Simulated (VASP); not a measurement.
Write the native input for VASP 6.6.1 that does the following.

- Task: single point
- Functional: PBEsol
- Dispersion: D3(BJ)
- Potentials or basis: VASP PAW PBE potentials, release 64 (Zn)
- Cutoff: 500 eV
- k mesh: 5 × 5 × 5
- Occupations: fermi-dirac, width 0.15 eV
- Spin: no spin polarisation
- Dipole correction: no
- Further INCAR settings: ALGO = Normal; EDIFF = 1e-06; NBANDS = 12

The structure of Zn lies in POSCAR:

```
Zn
1.0
    0.0000000000      3.8311260000      3.8311260000
    3.8311260000      0.0000000000      3.8311260000
    3.8311260000      3.8311260000      0.0000000000
Zn
1
Direct
    0.0000000000      0.0000000000      0.0000000000
```

One way to write it, as run:

INCAR

```
PREC     = Accurate       # precision mode
ENCUT    = 500            # plane-wave cutoff, eV
EDIFF    = 1E-6           # SCF threshold, eV
ISMEAR   = -1             # smearing method
SIGMA    = 0.15           # smearing width, eV
LREAL    = F              # projectors in reciprocal space
LASPH    = T              # aspherical terms in the spheres
NELM     = 120            # most SCF steps
ALGO     = Normal         # electronic algorithm
ISIF     = 2              # what is computed and relaxed
LWAVE    = F              # write WAVECAR
LCHARG   = T              # write CHGCAR
GGA      = PS             # functional
IVDW     = 12             # dispersion correction
LELF     = T              # ELF
LVHAR    = T            
NBANDS   = 12             # bands
GGA_COMPAT= F
```

KPOINTS

```
Automatic mesh
0
Gamma
  5 5 5
```

Potentials or basis: VASP PAW PBE potentials, release 64 (Zn).

The run is started by

```bash
$ cat potpaw_PBE.64/Zn/POTCAR > POTCAR
$ mpirun -np 1 vasp_std > vasp.out
```

It gave:

- Pressure: -0.3 GPa
- Band gap on the k mesh: 3.75 eV, indirect (least direct gap 3.92 eV)
- Dispersion energy per atom: -0.097 eV

Caveat: three body term missing; the PAW data sets were made with another functional, which shifts forces and pressure a little.

It took 5.1 s on 1 thread of Intel(R) Xeon(R) 6975P-C (Granite Rapids) (shared host), peak memory 0.22 GiB.
